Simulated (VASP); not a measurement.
# InSb (I-4m2) in VASP: notebook, part 2 of 2

VASP 6.6.1. The steps go on from the part before.

**4. Single point, PBE (strain +0.0500 x Voigt [1, 0, 0, 0, 0, 0])**

File INCAR:

```
SYSTEM = InSb
  ALGO = Normal
  EDIFF = 1E-6
  ENCUT = 520
  GGA = PE
  ISIF = 2
  ISMEAR = 0
  LASPH = .True.
  LCHARG = .False.
  LREAL = .False.
  LWAVE = .False.
  NBANDS = 16
  NELM = 100
  PREC = Accurate
  SIGMA = 0.15
```

File KPOINTS:

```
k-points
0
Gamma
  12 12 12
  0 0 0
```

File POSCAR:

```
InSb
1.0
    0.0000000000      3.2391000000      3.2391000000
    3.4010550000      0.0000000000      3.2391000000
    3.4010550000      3.2391000000      0.0000000000
In Sb
1 1
Direct
    0.0000000000      0.0000000000      0.0000000000
    0.7500000000      0.7500000000      0.7500000000
```

Potentials or basis: VASP PAW PBE potentials, release 64 (In_d, Sb).

Command:

```
$ cat potpaw_PBE.64/In_d/POTCAR potpaw_PBE.64/Sb/POTCAR > POTCAR
$ mpirun -np 1 vasp_std > vasp.out
```

OUTCAR:

```text
SYSTEM = InSb
   EDIFF = 1E-6
   ENCUT = 520
   GGA = PE
   ISIF = 2
   ISMEAR = 0
   LASPH = .True.
   LREAL = .False.
   NELM = 100
   PREC = Accurate

 ion  position               nearest neighbor table
   1  0.000  0.000  0.000-   2 2.85   2 2.85   2 2.85   2 2.85
   2  0.750  0.750  0.750-   1 2.85   1 2.85   1 2.85   1 2.85

  LATTYP: Found a body centered tetragonal cell.
 ALAT       =     4.5807791499
 C/A-ratio  =     1.4849242405

  Lattice vectors:

 A1 = (   3.4010550000,   0.0000000000,   3.2391000000)
 A2 = (   3.4010550000,   0.0000000000,  -3.2391000000)
 A3 = (  -3.4010550000,   3.2391000000,   0.0000000000)

Analysis of symmetry for initial positions (statically):
=====================================================================
 Subroutine PRICEL returns:
 Original cell was already a primitive cell.

 Routine SETGRP: Setting up the symmetry group for a
 body centered tetragonal supercell.

 Subroutine GETGRP returns: Found  8 space group operations
 (whereof  8 operations were pure point group operations)
 out of a pool of 16 trial point group operations.

The static configuration has the point symmetry D_2d.

Analysis of symmetry for dynamics (positions and initial velocities):
=====================================================================
 Subroutine PRICEL returns:
 Original cell was already a primitive cell.

 Routine SETGRP: Setting up the symmetry group for a
 body centered tetragonal supercell.

 Subroutine GETGRP returns: Found  8 space group operations
 (whereof  8 operations were pure point group operations)
 out of a pool of 16 trial point group operations.

The dynamic configuration has the point symmetry D_2d.

 Subroutine INISYM returns: Found  8 space group operations
 (whereof  8 operations are pure point group operations),
 and found     1 'primitive' translations

----------------------------------------------------------------------------------------

                                     Primitive cell

  volume of cell :      71.3662

  direct lattice vectors                    reciprocal lattice vectors
     0.000000000  3.239100000  3.239100000    -0.147013206  0.154363867  0.154363867
     3.401055000  0.000000000  3.239100000     0.147013206 -0.154363867  0.154363867
     3.401055000  3.239100000  0.000000000     0.147013206  0.154363867 -0.154363867

  length of vectors
     4.580779150  4.696695000  4.696695000     0.263190595  0.263190595  0.263190595

  position of ions in fractional coordinates (direct lattice)
     0.000000000  0.000000000  0.000000000
     0.750000000  0.750000000  0.750000000

  ion indices of the primitive-cell ions
   primitive index   ion index
                 1           1
                 2           2

----------------------------------------------------------------------------------------

 KPOINTS: k-points

Automatic generation of k-mesh.
 Grid dimensions read from file:
 generate k-points for:   12   12   12

 Generating k-lattice:

  Cartesian coordinates                     Fractional coordinates (reciprocal lattice)
    -0.012251101  0.012863656  0.012863656     0.083333333  0.000000000  0.000000000
     0.012251101 -0.012863656  0.012863656     0.000000000  0.083333333  0.000000000
     0.012251101  0.012863656 -0.012863656     0.000000000  0.000000000  0.083333333

  Length of vectors
     0.021932550  0.021932550  0.021932550

  Shift w.r.t. Gamma in fractional coordinates (k-lattice)
     0.000000000  0.000000000  0.000000000

 Subroutine IBZKPT returns following result:
 ===========================================

 Found    163 irreducible k-points:

 Following reciprocal coordinates:
            Coordinates               Weight
  0.000000  0.000000  0.000000      1.000000
  0.083333  0.000000  0.000000      8.000000
  0.166667  0.000000  0.000000      8.000000
  0.250000  0.000000  0.000000      8.000000
  0.333333  0.000000  0.000000      8.000000
  0.416667  0.000000  0.000000      8.000000
[... 16 lines left out ...]
  0.500000  0.166667  0.000000     16.000000
 -0.416667  0.166667 -0.000000     16.000000
 [... further k-points ...]
   k-points           NKPTS =    163   k-points in BZ     NKDIM =    163   number of bands    NBANDS=     16
   number of dos      NEDOS =    301   number of ions     NIONS =      2
   total plane-waves  NPLWV =  46656
   dimension x,y,z NGX =    36 NGY =   36 NGZ =   36
   dimension x,y,z NGXF=    72 NGYF=   72 NGZF=   72
   ions per type =               1   1
   NGX,Y,Z   is equivalent  to a cutoff of  13.07, 12.74, 12.74 a.u.
   NGXF,Y,Z  is equivalent  to a cutoff of  26.13, 25.49, 25.49 a.u.
 SYSTEM =  InSb
   PREC   = accura    normal or accurate (medium, high low for compatibility)
   ISTART =      0    job   : 0-new  1-cont  2-samecut
   ICHARG =      2    charge: 1-file 2-atom 10-const
   ISPIN  =      1    spin polarized calculation?
   LNONCOLLINEAR =      F non collinear calculations
   LSORBIT =      F    spin-orbit coupling
   LASPH  =      T    aspherical Exc in radial PAW
   ENCUT  =  520.0 eV  38.22 Ry    6.18 a.u.   8.52  8.73  8.73*2*pi/ulx,y,z
   NELM   =    100;   NELMIN=  2; NELMDL= -5     # of ELM steps
   EDIFF  = 0.1E-05   stopping-criterion for ELM
   LREAL  =      F    real-space projection
   EDIFFG = 0.1E-04   stopping-criterion for IOM
   NSW    =      0    number of steps for IOM
   IBRION =     -1    ionic relax: 0-MD 1-quasi-New 2-CG
   NFREE  =      0    steps in history (QN), initial steepest desc. (CG)
   ISIF   =      2    stress and relaxation
   ISYM   =      2    0-nonsym 1-usesym 2-fastsym
   POTIM  = 0.5000    time-step for ionic-motion
   TEBEG  =    0.0;   TEEND  =   0.0 temperature during run
   PSTRESS=    0.0 pullay stress
   NELECT =      18.0000    total number of electrons
   NUPDOWN=      -1.0000    fix difference up-down
   EMIN   =  10.00;   EMAX   =-10.00  energy-range for DOS
   EFERMI =   0.00;   METHOD = LEGACY
   ISMEAR =     0;   SIGMA  =   0.15  broadening in eV -4-tet -1-fermi 0-gaus
   EFERMI_NEDOS =   21; number of points for ismear=-14 and -15
   IALGO  =     38    algorithm
   IMIX   =      4    mixing-type and parameters
     AMIX     =   0.40;   BMIX     =  1.00
     AMIX_MAG =   1.60;   BMIX_MAG =  1.00
  volume/ion in A,a.u.               =      35.68       240.80
  Fermi-wavevector in a.u.,A,eV,Ry     =   1.034352  1.954641 14.556647  1.069883
  Thomas-Fermi vector in A             =   2.168643
   LORBIT       =      0    0 simple, 1 ext, 2 COOP (PROOUT), +10 PAW based schemes
   GGA     = PE    functional components
   LHFCALC =     F    Hartree Fock is set to
   AEXX    =    0.0000 exact exchange contribution
   IVDW    =     0    specifies the selected vdW correction
   LEPSILON=     F    determine dielectric tensor
   LRPA    =     F    only Hartree local field effects (RPA)
 non-spin polarized calculation
 Gauss-broadening in eV      SIGMA  =   0.15
  energy-cutoff  :      520.00
  volume of cell :       71.37
 maximum number of plane-waves:      1948
 NGX is ok and might be reduce to    36
   NGX = 17   NGY = 17   NGZ = 17

 number of electron      18.0000002 magnetization

 Free energy of the ion-electron system (eV)
  ---------------------------------------------------
  ext. energy  EPLUGINS =         0.00000000
  ---------------------------------------------------
  free energy    TOTEN  =        -6.93885206 eV

  energy without entropy =       -6.93860006  energy(sigma->0) =       -6.93872606

 E-fermi :   4.7772     XC(G=0):  -8.4825

 val. band max:        4.6882802629   @ k =   0.0000   0.0000   0.0000
 cond. band min:       5.0379034138   @ k =   0.5000   0.0000   0.0000
 fundamental gap:      0.3496231509
 Fermi energy:         4.7771515694

 k-point     1 :       0.0000    0.0000    0.0000
  band No.  band energies     occupation
      1      -9.9097      2.00000
      2      -9.8991      2.00000
      3      -9.8991      2.00000
      4      -9.8349      2.00000
      5      -9.8272      2.00000
      6      -5.8092      2.00000
[... 8 lines left out ...]
     15      12.3904      0.00000
     16      12.9009      0.00000
[... 419 lines left out ...]
 k-point    24 :      -0.4167    0.1667   -0.0000
  band No.  band energies     occupation
      1      -9.9453      2.00000
      2      -9.8849      2.00000
      3      -9.8813      2.00000
      4      -9.8374      2.00000
      5      -9.8243      2.00000
      6      -4.4192      2.00000
[... 8 lines left out ...]
     15      12.8389      0.00000
     16      13.1907      0.00000

 [... further k-points ...]
[... 5 lines left out ...]
  --------------------------------------------------------------------------------------
  -------------------------------------------------------------------------------------
  Total       -0.0420197      0.5830046      0.5830046      0.0000000      0.0000000      0.0000000
  in kB       -0.9433471     13.0885105     13.0885105      0.0000000      0.0000000      0.0000000
  external PRESSURE =       8.4112246 kB  Pullay stress =       0.0000000 kB

 VOLUME and BASIS-vectors are now :
 -----------------------------------------------------------------------------
  energy-cutoff  :      520.00
  volume of cell :       71.37
      direct lattice vectors                 reciprocal lattice vectors
     0.000000000  3.239100000  3.239100000    -0.147013206  0.154363867  0.154363867
     3.401055000  0.000000000  3.239100000     0.147013206 -0.154363867  0.154363867
     3.401055000  3.239100000  0.000000000     0.147013206  0.154363867 -0.154363867

 POSITION                                       TOTAL-FORCE (eV/Angst)
 -----------------------------------------------------------------------------------
      0.00000      0.00000      0.00000         0.000000     -0.000000      0.000000
      5.10158      4.85865      4.85865        -0.000000      0.000000      0.000000
 -----------------------------------------------------------------------------------
    total drift:                               -0.000000      0.000000      0.000000

  FREE ENERGIE OF THE ION-ELECTRON SYSTEM (eV)
  ---------------------------------------------------
  free  energy   TOTEN  =        -6.9388520576 eV

  energy  without entropy=       -6.9386000619  energy(sigma->0) =       -6.93872606
```

OSZICAR:

```text
N       E                     dE             d eps       ncg     rms          rms(c)
DAV:   1     0.112490004461E+03    0.11249E+03   -0.78530E+03  5216   0.110E+03
DAV:   2     0.115527481801E+00   -0.11237E+03   -0.10871E+03  5936   0.278E+02
DAV:   3    -0.683180890299E+01   -0.69473E+01   -0.69235E+01  6560   0.713E+01
DAV:   4    -0.702965589469E+01   -0.19785E+00   -0.19781E+00  6760   0.141E+01
DAV:   5    -0.704022370319E+01   -0.10568E-01   -0.10568E-01  7808   0.259E+00    0.385E+00
DAV:   6    -0.694824248062E+01    0.91981E-01   -0.15198E-01  7712   0.572E+00    0.223E+00
DAV:   7    -0.693702124451E+01    0.11221E-01   -0.62650E-02  6912   0.225E+00    0.598E-01
DAV:   8    -0.693811285692E+01   -0.10916E-02   -0.71684E-03  6968   0.940E-01    0.227E-01
DAV:   9    -0.693875390135E+01   -0.64104E-03   -0.89472E-04  6512   0.250E-01    0.734E-02
DAV:  10    -0.693880629604E+01   -0.52395E-04   -0.49521E-05  7264   0.477E-02    0.343E-02
DAV:  11    -0.693885016664E+01   -0.43871E-04   -0.79895E-05  6088   0.561E-02    0.230E-02
DAV:  12    -0.693885143703E+01   -0.12704E-05   -0.12768E-06  6304   0.769E-03    0.694E-03
DAV:  13    -0.693885205758E+01   -0.62055E-06   -0.14861E-06  6168   0.734E-03
   1 F= -.69388521E+01 E0= -.69387261E+01  d E =-.251996E-03
```

It took 59 s on 1 thread of Intel Xeon 6975P-C (Granite Rapids), shared host; peak memory 0.34 GiB.

Results:

* Free energy: -6.9389 eV
* Pressure: 0.8 GPa
* Band gap on the k mesh: zero (filled and empty bands touch)

Caveat: the cell differs from its parent crystal (strain +0.0500 x Voigt [1, 0, 0, 0, 0, 0]); semilocal functionals underestimate gaps, so a narrow gap can read as zero; spin-orbit coupling is left out, which moves the levels of the heavy elements.

**5. Overview**

| cell | gap on the mesh (eV) | pressure (GPa) |
| --- | --- | --- |
| a = 4.581, b = 4.524, c = 4.524 Å, angles 60.8, 59.6, 59.6°, 2 atoms | - | 4.5 |
| a = 4.581, b = 4.638, c = 4.638 Å, angles 59.2, 60.4, 60.4°, 2 atoms | none | 1.9 |
| a = 4.581, b = 4.697, c = 4.697 Å, angles 58.4, 60.8, 60.8°, 2 atoms | none | 0.8 |

Alike in all rows: task single point; level PBE; potentials or basis VASP PAW PBE potentials, release 64 (In_d, Sb); no spin polarisation; k mesh 12 × 12 × 12; cutoff (eV) 520; smearing gaussian 0.15 eV.

Caveats: spin-orbit coupling is left out, which moves the levels of the heavy elements; semilocal functionals underestimate gaps, so a narrow gap can read as zero (at least some runs); the cell stands under pressure (at least some runs).

Absolute energies hang on the potentials; compare differences alone.
